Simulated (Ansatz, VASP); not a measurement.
## LiF: VASP beside Ansatz

```
CELL_PARAMETERS angstrom
3.19558 0.00000 0.00000
-1.59779 2.76745 0.00000
0.00000 0.00000 4.69047
ATOMIC_POSITIONS crystal
Li 0.33333 0.66667 0.35047
Li 0.66667 0.33333 0.85047
F 0.33333 0.66667 0.99393
F 0.66667 0.33333 0.49393
```

Alike in both runs: task single point; functional PBE; k mesh 9 × 9 × 6; occupations gaussian, width 0.05 eV; no spin polarisation.

```csv
,VASP,Ansatz
version,VASP 6.6.1,Ansatz 0.2.0
potentials or method,"VASP PAW PBE potentials, release 64 (Li_sv, F), cutoff 520 eV","scalar-relativistic, plane waves, PAW"
valence electrons in the cell,20,20
```

```tsv
	VASP	Ansatz	Ansatz less VASP
gap on the k mesh at the Fermi level (eV)	7.64	7.65	+0.011
least direct gap on the mesh (eV)	7.64	7.65	+0.011
rms of the force components (eV/Å)	0.713	0.674	-0.0388
```

Atom by atom the forces differ by 0.039 eV/Å (rms over components).

Noted on VASP's run: the cutoff is short for stress, so the pressure is rough.
